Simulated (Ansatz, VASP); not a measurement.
One calculation of Hf, two programs

The input INCAR:

```
SYSTEM = Hf
PREC = Accurate
ENCUT = 520
EDIFF = 1E-6
ISMEAR = -1
SIGMA = 0.08
LREAL = .False.
LASPH = .True.
NELM = 100
ALGO = Normal
ISIF = 2
LWAVE = .False.
LCHARG = .False.
GGA = PS
NBANDS = 11
```

Contents of KPOINTS:

```
regular mesh
0
Gamma
  15 15 15
  0 0 0
```

POSCAR

```
Hf
1.0
   -1.6211112900      1.6211112900      1.6211112900
    1.6211112900     -1.6211112900      1.6211112900
    1.6211112900      1.6211112900     -1.6211112900
Hf
1
Direct
    0.0000000000      0.0000000000      0.0000000000
```

Input for Ansatz:

```yaml
crystal:
  lattice:
    - [-1.62111129, 1.62111129, 1.62111129]
    - [1.62111129, -1.62111129, 1.62111129]
    - [1.62111129, 1.62111129, -1.62111129]
  atoms:
    - { symbol: Hf, position: [0.0, 0.0, 0.0] }
kpoints:
  mp_grid: { grid: [15, 15, 15] }
scf:
  occupations: { method: fermi_dirac, width: 0.08 }
hamiltonian:
  xc: pbesol
  pseudopotentials: { kind: all_electron, lapw: { basis_error: 0.001 } }
output:
  forces: true
  stress: true
  eigenvalues: true
  populations: true
```

Change from the starting cell: volume scaled by 0.8, LAPW.

Alike in both runs: task single point; functional PBEsol; k mesh 15 × 15 × 15; occupations fermi-dirac, width 0.08 eV; no spin polarisation.

|  | VASP | Ansatz |
| --- | --- | --- |
| version | VASP 6.6.1 | Ansatz 0.2.0 |
| potentials or method | VASP PAW PBE potentials, release 64 (Hf_pv), cutoff 520 eV | all-electron LAPW, scalar-relativistic |

```tsv
	VASP	Ansatz	Ansatz less VASP
pressure (GPa)	33.5	33.7	+0.28
```

VASP's potentials were made for PBE, not for PBEsol. Both programs put the cell under a high pressure, so it lies far from rest at this level. Ansatz ran all-electron here, and VASP with PAW potentials.

Neither program's run includes spin-orbit coupling.
